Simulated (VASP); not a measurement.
Wanted: the native input for a VASP 6.6.1 run.

- Task: single point
- Functional: PBEsol
- Potentials or basis: VASP PAW PBE potentials, release 64 (Co, Sn_d)
- Cutoff: 520 eV
- k mesh: 12 × 12 × 8
- Occupations: gaussian, width 0.1 eV
- Spin: no spin polarisation
- Dipole correction: no
- Further INCAR settings: ALGO = Fast; EDIFF = 1e-06; NBANDS = 44

The structure of CoSn lies in POSCAR:

```
CoSn
1.0
    5.1153214985      0.0000000000      0.0000000000
   -2.5576607492      4.4299983662      0.0000000000
    0.0000000000      0.0000000000      4.2184935500
Co Sn
3 3
Direct
    0.0000000000      0.5000000000      0.0000000000
    0.5000000000      0.5000000000      0.0000000000
    0.5000000000      0.0000000000      0.0000000000
    0.6666666667      0.3333333333      0.5000000000
    0.3333333333      0.6666666667      0.5000000000
    0.0000000000      0.0000000000      0.0000000000
```

This cell differs from its parent crystal: biaxial strain in the a-b plane: -2.0 %.

One way to write it, as run:

INCAR

```
  PREC = Accurate
  ENCUT = 520
  EDIFF = 1E-6
  ISMEAR = 0
  SIGMA = 0.1
  LREAL = F
  LASPH = T
  NELM = 60
  ALGO = Fast
  ISIF = 2
  LWAVE = F
  LCHARG = F
  GGA = PS
  NBANDS = 44
```

KPOINTS

```
Automatic mesh
0
Gamma
  12 12 8
```

Potentials or basis: VASP PAW PBE potentials, release 64 (Co, Sn_d).

Command:

```sh
$ cat potpaw_PBE.64/Co/POTCAR potpaw_PBE.64/Sn_d/POTCAR > POTCAR
$ mpirun -np 1 vasp_std > vasp.out
```

Results of the run:

```json
{
 "Pressure": "4.5 GPa",
 "Band gap on the k mesh": "zero (an odd number of electrons rules out a gap without spin polarisation)"
}
```

Caveat: the cell differs from its parent crystal (biaxial strain in the a-b plane: -2.0 %); the stress differs along the axes, from -1 to 7 GPa; the PAW data sets were made with another functional, which shifts forces and pressure a little; spin-orbit coupling is left out, which moves the levels of the heavy elements; the run has no spin polarisation, though such a crystal can be magnetic.

Wall time 11 min on 1 thread of Intel Xeon 8259CL (shared host), peak memory 0.45 GiB.
